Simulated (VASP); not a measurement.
# Cu (I4/mmm) in VASP: a series of runs

Aim: see how the results for Cu move with the level of theory and the settings. Levels: LDA, PBEsol. Tasks: single point.

All numbers are computed with VASP 6.6.1; they aren't measurements. Logs are shortened: lines on timing, memory, paths and dates and some standing lists are left out, and cuts for length are marked.

### 1 The cell of the first run

It takes space group I4/mmm (No. 139, tetragonal). Conventional cell: a = 2.879 Å, b = 2.879 Å, c = 2.639 Å, α = 90.00°, β = 90.00°, γ = 90.00°. Cu (site symmetry 4/mmm) has 14 Cu at 2.43 to 2.88 Å within 3.2 Å.

### 2 Single point, LDA

Contents of INCAR:

```
PREC = Accurate
ENCUT = 520
EDIFF = 1E-7
ISMEAR = -1
SIGMA = 0.1
LREAL = F
LASPH = T
NELM = 100
ALGO = Normal
ISIF = 2
LWAVE = F
LCHARG = F
GGA = CA
NBANDS = 12
```

Contents of KPOINTS:

```
regular mesh
0
Gamma
  16 16 16
```

Contents of POSCAR:

```
Cu
1.0
   -1.4394752629      1.4394752629      1.3194982874
    1.4394752629     -1.4394752629      1.3194982874
    1.4394752629      1.4394752629     -1.3194982874
Cu
1
Direct
    0.0000000000      0.0000000000      0.0000000000
```

Potentials or basis: VASP PAW LDA potentials, release 64 (Cu).

Run with:

```sh
$ cat potpaw_LDA.64/Cu/POTCAR > POTCAR
$ mpirun -np 1 vasp_std > vasp.out
```

OUTCAR:

```text
PREC = Accurate
   ENCUT = 520
   EDIFF = 1E-7
   ISMEAR = -1
   LREAL = F
   LASPH = T
   NELM = 100
   ISIF = 2
   GGA = CA

 ion  position               nearest neighbor table
   1  0.000  0.000  0.000-

  LATTYP: Found a body centered tetragonal cell.
 ALAT       =     2.8789505258
 C/A-ratio  =     0.9166522839

  Lattice vectors:

 A1 = (  -1.4394752629,   1.4394752629,   1.3194982874)
 A2 = (   1.4394752629,  -1.4394752629,   1.3194982874)
 A3 = (   1.4394752629,   1.4394752629,  -1.3194982874)

Analysis of symmetry for initial positions (statically):
=====================================================================
 Subroutine PRICEL returns:
 Original cell was already a primitive cell.

 Routine SETGRP: Setting up the symmetry group for a
 body centered tetragonal supercell.

 Subroutine GETGRP returns: Found 16 space group operations
 (whereof 16 operations were pure point group operations)
 out of a pool of 16 trial point group operations.

The static configuration has the point symmetry D_4h.

Analysis of symmetry for dynamics (positions and initial velocities):
=====================================================================
 Subroutine PRICEL returns:
 Original cell was already a primitive cell.

 Routine SETGRP: Setting up the symmetry group for a
 body centered tetragonal supercell.

 Subroutine GETGRP returns: Found 16 space group operations
 (whereof 16 operations were pure point group operations)
 out of a pool of 16 trial point group operations.

The dynamic configuration has the point symmetry D_4h.

 Subroutine INISYM returns: Found 16 space group operations
 (whereof 16 operations are pure point group operations),
 and found     1 'primitive' translations

----------------------------------------------------------------------------------------

                                     Primitive cell

  volume of cell :      10.9365

  direct lattice vectors                    reciprocal lattice vectors
    -1.439475263  1.439475263  1.319498287     0.000000000  0.347348796  0.378931905
     1.439475263 -1.439475263  1.319498287     0.347348796  0.000000000  0.378931905
     1.439475263  1.439475263 -1.319498287     0.347348796  0.347348796  0.000000000

  length of vectors
     2.425954203  2.425954203  2.425954203     0.514043359  0.514043359  0.491225379

[... 77 lines left out ...]
   NELM   =    100;   NELMIN=  2; NELMDL= -5     # of ELM steps
   EDIFF  = 0.1E-06   stopping-criterion for ELM
   LREAL  =      F    real-space projection
   EDIFFG = 0.1E-05   stopping-criterion for IOM
   NSW    =      0    number of steps for IOM
   IBRION =     -1    ionic relax: 0-MD 1-quasi-New 2-CG
   NFREE  =      0    steps in history (QN), initial steepest desc. (CG)
   ISIF   =      2    stress and relaxation
   ISYM   =      2    0-nonsym 1-usesym 2-fastsym
   POTIM  = 0.5000    time-step for ionic-motion
   TEBEG  =    0.0;   TEEND  =   0.0 temperature during run
   PSTRESS=    0.0 pullay stress
   NELECT =      11.0000    total number of electrons
   NUPDOWN=      -1.0000    fix difference up-down
   EMIN   =  10.00;   EMAX   =-10.00  energy-range for DOS
   EFERMI =   0.00;   METHOD = LEGACY
   ISMEAR =    -1;   SIGMA  =   0.10  broadening in eV -4-tet -1-fermi 0-gaus
   EFERMI_NEDOS =   21; number of points for ismear=-14 and -15
   IALGO  =     38    algorithm
   IMIX   =      4    mixing-type and parameters
     AMIX     =   0.40;   BMIX     =  1.00
     AMIX_MAG =   1.60;   BMIX_MAG =  1.00
  volume/ion in A,a.u.               =      10.94        73.80
  Fermi-wavevector in a.u.,A,eV,Ry     =   1.640262  3.099646 36.605938  2.690461
  Thomas-Fermi vector in A             =   2.730930
   LORBIT       =      0    0 simple, 1 ext, 2 COOP (PROOUT), +10 PAW based schemes
   GGA     = CA    functional components
   LHFCALC =     F    Hartree Fock is set to
   AEXX    =    0.0000 exact exchange contribution
   IVDW    =     0    specifies the selected vdW correction
   LEPSILON=     F    determine dielectric tensor
   LRPA    =     F    only Hartree local field effects (RPA)
 non-spin polarized calculation
  energy-cutoff  :      520.00
  volume of cell :       10.94
 maximum number of plane-waves:       309
 NGX is ok and might be reduce to    18
   NGX =  9   NGY =  9   NGZ =  9

 number of electron      10.9999997 magnetization

 Free energy of the ion-electron system (eV)
  ---------------------------------------------------
  ext. energy  EPLUGINS =         0.00000000
  ---------------------------------------------------
  free energy    TOTEN  =        -4.67027977 eV

  energy without entropy =       -4.65810939  energy(sigma->0) =       -4.66419458

 E-fermi :   8.3607     XC(G=0): -13.5590

 val. band max:        8.3266888530   @ k =   0.5000   0.2500   0.1250
 cond. band min:       8.3668402043   @ k =   0.5000   0.1875   0.1250
 fundamental gap:      0.0401513513
 Fermi energy:         8.3606673018

 k-point     1 :       0.0000    0.0000    0.0000
  band No.  band energies     occupation
      1      -1.6008      2.00000
      2       4.6885      2.00000
      3       5.0883      2.00000
      4       5.0883      2.00000
      5       5.8277      2.00000
      6       6.2608      2.00000
      7      33.1566      0.00000
      8      33.1566      0.00000
      9      35.7450      0.00000
     10      37.5321      0.00000
     11      37.6585      0.00000
     12      38.1867      0.00000
[... 331 lines left out ...]
 k-point    24 :      -0.0625    0.0625    0.0000
  band No.  band energies     occupation
      1      -1.4508      2.00000
      2       4.6947      2.00000
      3       5.0638      2.00000
      4       5.1479      2.00000
      5       5.7965      2.00000
      6       6.2533      2.00000
      7      31.2330      0.00000
      8      33.2169      0.00000
      9      35.4044      0.00000
     10      36.7013      0.00000
     11      36.7513      0.00000
     12      38.0872      0.00000

 [... further k-points ...]
[... 5 lines left out ...]
  --------------------------------------------------------------------------------------
  -------------------------------------------------------------------------------------
  Total        0.0605841      0.0605841      0.0657474      0.0000000     -0.0000000      0.0000000
  in kB        8.8754812      8.8754812      9.6318976      0.0000000     -0.0000000      0.0000000
  external PRESSURE =       9.1276200 kB  Pullay stress =       0.0000000 kB

 VOLUME and BASIS-vectors are now :
 -----------------------------------------------------------------------------
  energy-cutoff  :      520.00
  volume of cell :       10.94
      direct lattice vectors                 reciprocal lattice vectors
    -1.439475263  1.439475263  1.319498287     0.000000000  0.347348796  0.378931905
     1.439475263 -1.439475263  1.319498287     0.347348796  0.000000000  0.378931905
     1.439475263  1.439475263 -1.319498287     0.347348796  0.347348796  0.000000000

 POSITION                                       TOTAL-FORCE (eV/Angst)
 -----------------------------------------------------------------------------------
      0.00000      0.00000      0.00000         0.000000      0.000000     -0.000000
 -----------------------------------------------------------------------------------
    total drift:                                0.000000      0.000000      0.000000

  FREE ENERGIE OF THE ION-ELECTRON SYSTEM (eV)
  ---------------------------------------------------
  free  energy   TOTEN  =        -4.6702797651 eV

  energy  without entropy=       -4.6581093913  energy(sigma->0) =       -4.66419458
```

OSZICAR:

```text
N       E                     dE             d eps       ncg     rms          rms(c)
DAV:   1     0.407665700723E+02    0.40767E+02   -0.53990E+03  9452   0.160E+03
DAV:   2    -0.438166699115E+01   -0.45148E+02   -0.41551E+02  8648   0.207E+02
DAV:   3    -0.567530406901E+01   -0.12936E+01   -0.12867E+01  9676   0.397E+01
DAV:   4    -0.568310154919E+01   -0.77975E-02   -0.77963E-02  9512   0.273E+00
DAV:   5    -0.568317456683E+01   -0.73018E-04   -0.73017E-04  9752   0.268E-01    0.796E+00
DAV:   6    -0.503247763563E+01    0.65070E+00   -0.14203E+01  9760   0.753E+01    0.368E+00
DAV:   7    -0.468913671051E+01    0.34334E+00   -0.21566E+00  9848   0.293E+01    0.694E-01
DAV:   8    -0.467123721153E+01    0.17899E-01   -0.92358E-03 11060   0.969E-01    0.216E-01
DAV:   9    -0.467026637849E+01    0.97083E-03   -0.39712E-03 10940   0.107E+00    0.145E-02
DAV:  10    -0.467027830879E+01   -0.11930E-04   -0.26169E-05  9732   0.737E-02    0.431E-03
DAV:  11    -0.467027976451E+01   -0.14557E-05   -0.46368E-07 10236   0.111E-02    0.514E-04
DAV:  12    -0.467027976509E+01   -0.57616E-09   -0.13678E-08  5252   0.171E-03
   1 F= -.46702798E+01 E0= -.46641946E+01  d E =-.121704E-01
```

stdout:

```text
POSCAR found type information on POSCAR Cu
 POSCAR found :  1 types and       1 ions
 scaLAPACK will be used
 LDA part: xc-table for (Slater(with rela. corr.)+CA(PZ))
 , standard interpolation
 POSCAR, INCAR and KPOINTS ok, starting setup
 FFT: planning ... GRIDC
 FFT: planning ... GRID_SOFT
 FFT: planning ... GRID
 WAVECAR not read
 entering main loop
```

Wall time 57 s (1 thread of Intel Xeon 8259CL, shared host); peak memory 0.15 GiB.

Results:

```
Free energy            : -4.6703 eV
Pressure               : 0.9 GPa
Band gap on the k mesh : zero (an odd number of electrons rules out a gap without spin polarisation)
```

### 3 Single point, PBEsol

This run uses another cell than the first one, of 11.36 Å³/atom.

Contents of INCAR:

```
ALGO     = Normal         # electronic algorithm
EDIFF    = 1E-6           # SCF threshold, eV
ENCUT    = 520            # plane-wave cutoff, eV
GGA      = PS             # functional
ISIF     = 2              # what is computed and relaxed
ISMEAR   = -1             # smearing method
LASPH    = True           # aspherical terms in the spheres
LCHARG   = False          # write CHGCAR
LREAL    = False          # projectors in reciprocal space
LWAVE    = False          # write WAVECAR
NBANDS   = 12             # bands
NELM     = 80             # most SCF steps
PREC     = Accurate       # precision mode
SIGMA    = 0.1            # smearing width, eV
```

Contents of KPOINTS:

```
k-points
0
Gamma
  16 16 16
```

Contents of POSCAR:

```
Cu
1.0
   -1.4526208960      1.4526208960      1.3463561099
    1.4526208960     -1.4526208960      1.3463561099
    1.4526208960      1.4526208960     -1.3463561099
Cu
1
Direct
    0.0000000000      0.0000000000      0.0000000000
```

Potentials or basis: VASP PAW PBE potentials, release 64 (Cu).

Run with:

```sh
$ cat potpaw_PBE.64/Cu/POTCAR > POTCAR
$ mpirun -np 1 vasp_std > vasp.out
```

Wall time 56 s (1 thread of Intel Xeon 8259CL, shared host); peak memory 0.15 GiB.

Results (log left out):

```yaml
Free_energy: -4.2729 eV
Pressure: 0.8 GPa
Band_gap_on_the_k_mesh: zero (an odd number of electrons rules out a gap without spin polarisation)
```

Levels at points of the mesh, in eV from the Fermi level:
| k point | band 3 | band 4 | band 5 | band 6 | band 7 | band 8 | band 9 | band 10 |
| --- | --- | --- | --- | --- | --- | --- | --- | --- |
| (0.00, 0.00, 0.00) | -3.11 | -3.11 | -2.36 | -2.01 | 24.53 | 24.53 | 26.69 | 28.74 |
| (0.50, 0.00, 0.00) | -2.20 | -1.89 | -1.39 | -0.51 | 4.85 | 17.17 | 17.27 | 21.23 |
| (0.50, 0.50, 0.00) | -2.45 | -2.13 | -1.42 | -1.11 | 3.99 | 19.19 | 19.60 | 23.12 |
| (0.50, 0.50, 0.50) | -1.59 | -1.59 | -1.51 | 7.37 | 7.37 | 10.37 | 13.12 | 13.90 |

Caveat: the PAW data sets were made with another functional, which shifts forces and pressure a little.
